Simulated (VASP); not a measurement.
# GaN (P6_3mc) in VASP: relaxation of cell and atoms with PBE

Aim: the relaxation of cell and atoms of GaN with PBE.

Program: VASP 6.6.1. These are calculated values, not measurements. Logs are shortened: lines on timing, memory, paths and dates and some standing lists are left out, and cuts for length are marked.

## Step 1: The cell of the first run

It takes space group P6_3mc (No. 186, hexagonal). The conventional cell has a = 3.217 Å, b = 3.217 Å, c = 15.748 Å, α = 90.00°, β = 90.00°, γ = 120.00°. Within 2.6 Å of Ga (site symmetry 3m) lie 4 N at 1.97 Å. Ga (site symmetry 3m) has 4 N at 1.97 Å within 2.6 Å. Ga (site symmetry 3m) has 4 N at 1.97 Å within 2.6 Å. N (site symmetry 3m) has 4 Ga at 1.97 Å within 2.6 Å. Within 2.6 Å of N (site symmetry 3m) lie 4 Ga at 1.97 Å. Within 2.6 Å of N (site symmetry 3m) lie 4 Ga at 1.97 Å.

## Step 2: Relaxation of cell and atoms, PBE

File INCAR:

```
ALGO = Normal ; EDIFF = 1E-6
EDIFFG = -0.001 ; ENCUT = 600
GGA = PE ; IBRION = 2
ISIF = 3 ; ISMEAR = 0
KPAR = 4 ; LASPH = T
LCHARG = F ; LREAL = F
LWAVE = F ; NELM = 80
NSW = 80 ; PREC = Accurate
SIGMA = 0.01
```

File KPOINTS:

```
k-points
0
Gamma
  12 12 2
```

File POSCAR:

```
GaN
1.0
    3.2168423278      0.0000000289      0.0000000000
   -1.6084211889      2.7858671615      0.0000000000
    0.0000000000      0.0000000000     15.7475143000
Ga N
6 6
Direct
    0.0000000000      0.0000000000      0.1875310000
    0.0000000000      0.0000000000      0.6875310000
    0.3333333333      0.6666666667      0.5207130000
    0.6666666667      0.3333333333      0.0207130000
    0.3333333333      0.6666666667      0.8539850000
    0.6666666667      0.3333333333      0.3539850000
    0.0000000000      0.0000000000      0.3126460000
    0.0000000000      0.0000000000      0.8126460000
    0.3333333333      0.6666666667      0.9792100000
    0.6666666667      0.3333333333      0.4792100000
    0.3333333333      0.6666666667      0.6459160000
    0.6666666667      0.3333333333      0.1459160000
```

Potentials or basis: VASP PAW PBE potentials, release 64 (Ga_d, N).

The run is started by

```console
$ cat potpaw_PBE.64/Ga_d/POTCAR potpaw_PBE.64/N/POTCAR > POTCAR
$ mpirun -np 4 vasp_std > vasp.out
```

OUTCAR:

```text
EDIFF = 1E-6
   EDIFFG = -0.001
   ENCUT = 600
   GGA = PE
   IBRION = 2
   ISIF = 3
   ISMEAR = 0
   LASPH = T
   LREAL = F
   NELM = 80
   NSW = 80
   PREC = Accurate

 ion  position               nearest neighbor table
   1  0.000  0.000  0.188-  12 1.97  12 1.97  12 1.97   7 1.97
   2  0.000  0.000  0.688-  11 1.97  11 1.97  11 1.97   8 1.97
   3  0.333  0.667  0.521-  10 1.97  10 1.97  10 1.97  11 1.97
   4  0.667  0.333  0.021-   9 1.97   9 1.97   9 1.97  12 1.97
   5  0.333  0.667  0.854-   8 1.97   8 1.97   8 1.97   9 1.97
   6  0.667  0.333  0.354-   7 1.97   7 1.97   7 1.97  10 1.97
   7  0.000  0.000  0.313-   6 1.97   6 1.97   6 1.97   1 1.97
   8  0.000  0.000  0.813-   5 1.97   5 1.97   5 1.97   2 1.97
   9  0.333  0.667  0.979-   4 1.97   4 1.97   4 1.97   5 1.97
  10  0.667  0.333  0.479-   3 1.97   3 1.97   3 1.97   6 1.97
  11  0.333  0.667  0.646-   2 1.97   2 1.97   2 1.97   3 1.97
  12  0.667  0.333  0.146-   1 1.97   1 1.97   1 1.97   4 1.97

  LATTYP: Found a hexagonal cell.
 ALAT       =     3.2168423278
 C/A-ratio  =     4.8953329680

  Lattice vectors:

 A1 = (   3.2168423278,   0.0000000289,   0.0000000000)
 A2 = (  -1.6084211889,   2.7858671615,   0.0000000000)
 A3 = (   0.0000000000,   0.0000000000,  15.7475143000)

Analysis of symmetry for initial positions (statically):
=====================================================================
 Subroutine PRICEL returns:
 Original cell was already a primitive cell.

 Routine SETGRP: Setting up the symmetry group for a
 hexagonal supercell.

 Subroutine GETGRP returns: Found 12 space group operations
 (whereof  6 operations were pure point group operations)
 out of a pool of 24 trial point group operations.

The static configuration has the point symmetry C_3v.
 The point group associated with its full space group is C_6v.

Analysis of symmetry for dynamics (positions and initial velocities):
=====================================================================
 Subroutine PRICEL returns:
 Original cell was already a primitive cell.

 Routine SETGRP: Setting up the symmetry group for a
 hexagonal supercell.

 Subroutine GETGRP returns: Found 12 space group operations
 (whereof  6 operations were pure point group operations)
 out of a pool of 24 trial point group operations.

The dynamic configuration has the point symmetry C_3v.
 The point group associated with its full space group is C_6v.

 Subroutine INISYM returns: Found 12 space group operations
 (whereof  6 operations are pure point group operations),
 and found     1 'primitive' translations

----------------------------------------------------------------------------------------

                                     Primitive cell

  volume of cell :     141.1244

  direct lattice vectors                    reciprocal lattice vectors
     3.216842328  0.000000029  0.000000000     0.310863851  0.179477332  0.000000000
    -1.608421189  2.785867162  0.000000000    -0.000000003  0.358954658  0.000000000
     0.000000000  0.000000000 15.747514300     0.000000000  0.000000000  0.063502086

  length of vectors
     3.216842328  3.216842328 15.747514300     0.358954658  0.358954658  0.063502086

  position of ions in fractional coordinates (direct lattice)
     0.000000000  0.000000000  0.187531000
     0.000000000  0.000000000  0.687531000
     0.333333333  0.666666667  0.520713000
     0.666666667  0.333333333  0.020713000
     0.333333333  0.666666667  0.853985000
     0.666666667  0.333333333  0.353985000
     0.000000000  0.000000000  0.312646000
     0.000000000  0.000000000  0.812646000
     0.333333333  0.666666667  0.979210000
     0.666666667  0.333333333  0.479210000
     0.333333333  0.666666667  0.645916000
     0.666666667  0.333333333  0.145916000

  ion indices of the primitive-cell ions
   primitive index   ion index
                 1           1
                 2           2
                 3           3
                 4           4
                 5           5
                 6           6
                 7           7
                 8           8
                 9           9
                10          10
                11          11
                12          12

----------------------------------------------------------------------------------------

 KPOINTS: k-points

Automatic generation of k-mesh.
 Grid dimensions read from file:
 generate k-points for:   12   12    2

 Generating k-lattice:

  Cartesian coordinates                     Fractional coordinates (reciprocal lattice)
     0.025905321  0.014956444  0.000000000     0.083333333 -0.000000000  0.000000000
    -0.000000000  0.029912888  0.000000000    -0.000000000  0.083333333  0.000000000
     0.000000000  0.000000000  0.031751043     0.000000000  0.000000000  0.500000000

  Length of vectors
     0.029912888  0.029912888  0.031751043

  Shift w.r.t. Gamma in fractional coordinates (k-lattice)
     0.000000000  0.000000000  0.000000000

 Subroutine IBZKPT returns following result:
 ===========================================

 Found     38 irreducible k-points:

 Following reciprocal coordinates:
            Coordinates               Weight
  0.000000  0.000000  0.000000      1.000000
  0.083333  0.000000  0.000000      6.000000
  0.166667 -0.000000  0.000000      6.000000
  0.250000 -0.000000  0.000000      6.000000
  0.333333  0.000000  0.000000      6.000000
  0.416667  0.000000  0.000000      6.000000
[... 16 lines left out ...]
  0.250000 -0.000000  0.500000      6.000000
  0.333333  0.000000  0.500000      6.000000
 [... further k-points ...]
   k-points           NKPTS =     38   k-points in BZ     NKDIM =     38   number of bands    NBANDS=     64
   number of dos      NEDOS =    301   number of ions     NIONS =     12
   total plane-waves  NPLWV =  98784
   dimension x,y,z NGX =    28 NGY =   28 NGZ =  126
   dimension x,y,z NGXF=    56 NGYF=   56 NGZF=  252
   ions per type =               6   6
   NGX,Y,Z   is equivalent  to a cutoff of  14.47, 14.47, 13.30 a.u.
   NGXF,Y,Z  is equivalent  to a cutoff of  28.94, 28.94, 26.60 a.u.
 SYSTEM =  unknown system
   PREC   = accura    normal or accurate (medium, high low for compatibility)
   ISTART =      0    job   : 0-new  1-cont  2-samecut
   ICHARG =      2    charge: 1-file 2-atom 10-const
   ISPIN  =      1    spin polarized calculation?
   LNONCOLLINEAR =      F non collinear calculations
   LSORBIT =      F    spin-orbit coupling
   LASPH  =      T    aspherical Exc in radial PAW
   ENCUT  =  600.0 eV  44.10 Ry    6.64 a.u.   6.42  6.42 31.45*2*pi/ulx,y,z
   NELM   =     80;   NELMIN=  2; NELMDL= -5     # of ELM steps
   EDIFF  = 0.1E-05   stopping-criterion for ELM
   LREAL  =      F    real-space projection
   EDIFFG = -.1E-02   stopping-criterion for IOM
   NSW    =     80    number of steps for IOM
   IBRION =      2    ionic relax: 0-MD 1-quasi-New 2-CG
   NFREE  =      1    steps in history (QN), initial steepest desc. (CG)
   ISIF   =      3    stress and relaxation
   ISYM   =      2    0-nonsym 1-usesym 2-fastsym
   POTIM  = 0.5000    time-step for ionic-motion
   TEBEG  =    0.0;   TEEND  =   0.0 temperature during run
   PSTRESS=    0.0 pullay stress
   NELECT =     108.0000    total number of electrons
   NUPDOWN=      -1.0000    fix difference up-down
   EMIN   =  10.00;   EMAX   =-10.00  energy-range for DOS
   EFERMI =   0.00;   METHOD = LEGACY
   ISMEAR =     0;   SIGMA  =   0.01  broadening in eV -4-tet -1-fermi 0-gaus
   EFERMI_NEDOS =   21; number of points for ismear=-14 and -15
   IALGO  =     38    algorithm
   IMIX   =      4    mixing-type and parameters
     AMIX     =   0.40;   BMIX     =  1.00
     AMIX_MAG =   1.60;   BMIX_MAG =  1.00
  volume/ion in A,a.u.               =      11.76        79.36
  Fermi-wavevector in a.u.,A,eV,Ry     =   1.497437  2.829746 30.508600  2.242319
  Thomas-Fermi vector in A             =   2.609325
   LORBIT       =      0    0 simple, 1 ext, 2 COOP (PROOUT), +10 PAW based schemes
   GGA     = PE    functional components
   LHFCALC =     F    Hartree Fock is set to
   AEXX    =    0.0000 exact exchange contribution
   IVDW    =     0    specifies the selected vdW correction
   LEPSILON=     F    determine dielectric tensor
   LRPA    =     F    only Hartree local field effects (RPA)
 conjugate gradient relaxation of ions
 non-spin polarized calculation
 Gauss-broadening in eV      SIGMA  =   0.01
  energy-cutoff  :      600.00
  volume of cell :      141.12
 maximum number of plane-waves:      4759
 NGX is ok and might be reduce to    28
   NGX = 13   NGY = 13   NGZ = 63

--------------------------------------- Ionic step        1  -------------------------------------------

 number of electron     108.0000004 magnetization

 Free energy of the ion-electron system (eV)
  ---------------------------------------------------
  ext. energy  EPLUGINS =         0.00000000
  ---------------------------------------------------
  free energy    TOTEN  =       -72.95340620 eV

  energy without entropy =      -72.95340620  energy(sigma->0) =      -72.95340620

------------------------ aborting loop because EDIFF is reached ----------------------------------------

  FORCE on cell =-STRESS in cart. coord.  units (eV):
  Direction    XX          YY          ZZ          XY          YZ          ZX
  --------------------------------------------------------------------------------------
  -------------------------------------------------------------------------------------
  Total       -0.0226408     -0.0226408     -0.0027570     -0.0000000      0.0000000     -0.0000000
  in kB       -0.2570397     -0.2570397     -0.0313000     -0.0000000      0.0000000     -0.0000000
  external PRESSURE =      -0.1817931 kB  Pullay stress =       0.0000000 kB
[... 119 lines left out ...]
  FREE ENERGIE OF THE ION-ELECTRON SYSTEM (eV)
  ---------------------------------------------------
  free  energy   TOTEN  =       -72.9534136804 eV

  energy  without entropy=      -72.9534136804  energy(sigma->0) =      -72.95341368

[... ionic steps 4 to 13 ...]

--------------------------------------- Ionic step       14  -------------------------------------------

 number of electron     108.0000004 magnetization

------------------------ aborting loop because EDIFF is reached ----------------------------------------
[... 87 lines left out ...]
--------------------------------------- Ionic step       16  -------------------------------------------

 number of electron     108.0000004 magnetization

 Free energy of the ion-electron system (eV)
  ---------------------------------------------------
  ext. energy  EPLUGINS =         0.00000000
  ---------------------------------------------------
  free energy    TOTEN  =       -72.95341563 eV

  energy without entropy =      -72.95341563  energy(sigma->0) =      -72.95341563

 E-fermi :   5.0751     XC(G=0): -11.5211

 val. band max:        4.9979616353   @ k =   0.0000   0.0000   0.0000
 cond. band min:       6.5992162707   @ k =   0.0000   0.0000   0.0000
 fundamental gap:      1.6012546354
 Fermi energy:         5.0751137330

 k-point     1 :       0.0000    0.0000    0.0000
  band No.  band energies     occupation
      1     -10.7201      2.00000
      2     -10.4616      2.00000
      3     -10.4399      2.00000
      4     -10.0338      2.00000
      5     -10.0168      2.00000
      6      -9.8990      2.00000
[... 1597 lines left out ...]
     63      12.4036      0.00000
     64      12.4036      0.00000

 [... further k-points ...]

------------------------ aborting loop because EDIFF is reached ----------------------------------------

  FORCE on cell =-STRESS in cart. coord.  units (eV):
  Direction    XX          YY          ZZ          XY          YZ          ZX
  --------------------------------------------------------------------------------------
  -------------------------------------------------------------------------------------
  Total       -0.0082693     -0.0082693     -0.0098742     -0.0000000      0.0000000     -0.0000000
  in kB       -0.0939093     -0.0939093     -0.1121347     -0.0000000      0.0000000     -0.0000000
  external PRESSURE =      -0.0999844 kB  Pullay stress =       0.0000000 kB
[... 27 lines left out ...]
  FREE ENERGIE OF THE ION-ELECTRON SYSTEM (eV)
  ---------------------------------------------------
  free  energy   TOTEN  =       -72.9534156279 eV

  energy  without entropy=      -72.9534156279  energy(sigma->0) =      -72.95341563

 reached required accuracy - stopping structural energy minimisation
```

Run time: 12 min. Hardware: 4 MPI ranks of Intel Xeon Platinum 8259CL at 2.50GHz (Skylake/Cascade Lake), shared host; peak memory 0.51 GiB.

Results:

```
Free energy                           : -72.9534 eV
Relaxed volume                        : 11.76 Å³/atom
Relaxed cell                          : a = 3.216 Å, b = 3.216 Å, c = 15.747 Å, α = 90.00°, β = 90.00°, γ = 120.00°
Space group after relaxing (to 0.1 Å) : P6_3mc (No. 186)
Energy gained by relaxing             : 0.0 meV/atom
Ionic steps                           : 16
Pressure after relaxing               : 0.0 GPa
Band gap on the k mesh                : 1.60 eV
```

Final structure:
```yaml
crystal:
  lattice:
    - [3.21645, 0.00000, 0.00000]
    - [-1.60822, 2.78553, 0.00000]
    - [0.00000, 0.00000, 15.74665]
  atoms:
    - { symbol: Ga, position: [0.00000, 0.00000, 0.18753] }
    - { symbol: Ga, position: [0.00000, 0.00000, 0.68753] }
    - { symbol: Ga, position: [0.33333, 0.66667, 0.52071] }
    - { symbol: Ga, position: [0.66667, 0.33333, 0.02071] }
    - { symbol: Ga, position: [0.33333, 0.66667, 0.85399] }
    - { symbol: Ga, position: [0.66667, 0.33333, 0.35399] }
    - { symbol: N, position: [0.00000, 0.00000, 0.31265] }
    - { symbol: N, position: [0.00000, 0.00000, 0.81265] }
    - { symbol: N, position: [0.33333, 0.66667, 0.97921] }
    - { symbol: N, position: [0.66667, 0.33333, 0.47921] }
    - { symbol: N, position: [0.33333, 0.66667, 0.64591] }
    - { symbol: N, position: [0.66667, 0.33333, 0.14591] }
```

Levels at points of the mesh, in eV from the valence-band top:
```csv
k point,band 52,band 53,band 54,band 55,band 56,band 57
"(0.00, 0.00, 0.00)",-0.01,0.00,0.00,1.60,3.17,3.33
"(0.50, 0.00, 0.00)",-1.41,-1.24,-0.94,3.75,4.08,4.47
"(0.00, 0.00, 0.50)",-0.07,-0.07,-0.07,2.29,2.29,3.94
"(0.50, 0.00, 0.50)",-1.37,-1.08,-1.08,3.77,3.77,5.02
```
